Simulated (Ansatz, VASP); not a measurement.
GdO: VASP beside Ansatz

The input INCAR:

```
ALGO     = Normal         # electronic algorithm
EDIFF    = 1E-6           # SCF threshold, eV
ENCUT    = 600            # plane-wave cutoff, eV
GGA      = PE             # functional
GGA_COMPAT= False        
ISIF     = 2              # what is computed and relaxed
ISMEAR   = -1             # smearing method
ISPIN    = 2              # spin polarisation
LASPH    = True           # aspherical terms in the spheres
LCHARG   = False          # write CHGCAR
LMAXMIX  = 6              # l up to which the mixer works
LORBIT   = 11             # projections on sites
LREAL    = False          # projectors in reciprocal space
LWAVE    = False          # write WAVECAR
MAGMOM   = 7 0            # initial moments
NBANDS   = 23             # bands
NELM     = 200            # most SCF steps
PREC     = Accurate       # precision mode
SIGMA    = 0.05           # smearing width, eV
```

The input KPOINTS:

```
k-points
0
Gamma
  5 5 3
```

POSCAR

```
GdO
1.0
   -0.8591209636      2.7002173658      2.5160021803
   -2.0935934957     -3.1531492268     -0.1845088543
    3.0840411146     -2.2506723703      3.4685458787
Gd O
1 1
Direct
    0.0000000000      0.0000000000      0.0000000000
    0.3333330000      0.6666670000      0.0000000000
```

Input for Ansatz:

```yaml
crystal:
  lattice:
  - [-0.8591209636237189, 2.7002173657720134, 2.516002180256309]
  - [-2.093593495746342, -3.153149226767521, -0.18450885426991126]
  - [3.0840411145703266, -2.250672370307979, 3.4685458787180665]
  atoms:
  - symbol: Gd
    position: [0.0, 0.0, 0.0]
    spin: 7.0
  - symbol: O
    position: [0.333333, 0.666667, 0.0]
    spin: 0.0
kpoints:
  mp_grid:
    grid: [5, 5, 3]
    shift: [0.0, 0.0, 0.0]
hamiltonian:
  xc: pbe
  dispersion: none
  pseudopotentials:
    kind: all_electron
    lapw: {}
magnetization: {spin_polarized: true}
scf:
  occupations: {method: fermi_dirac, width: 0.05 eV}
output: {forces: true, stress: true}
```

Alike in both runs: task single point; functional PBE; k mesh 5 × 5 × 3; collinear spin.

|  | VASP | Ansatz |
| --- | --- | --- |
| version | VASP 6.6.1 | Ansatz 0.2 development build |
| potentials or method | VASP PAW PBE potentials, release 64 (Gd, O), cutoff 600 eV | all-electron full-potential LAPW, scalar-relativistic |
| occupations | fermi-dirac, width 0.05 eV | fermi-dirac |

Ansatz gave:

| Quantity | Value |
| --- | --- |
| pressure (GPa) | 0.5 |
| traceless stress, the component that is largest in VASP (GPa) | -1.67 |
| net moment per atom (μB) | 3.45 |
| size of the moment on the site where the two differ most (μB) | 6.78 |

Which values does VASP return?

Pressure (GPa): 0.6; traceless stress, the component that is largest in VASP (GPa): -1.80; net moment per atom (μB): 3.46; size of the moment on the site where the two differ most (μB): 6.67.

Site moments also hang on the region over which each program counts them. Ansatz ran all-electron here, and VASP with PAW potentials. Ansatz's warnings: structure snapped to symmetry.

The k mesh is coarse, so the values compare programs but aren't converged. Neither program's run includes spin-orbit coupling.
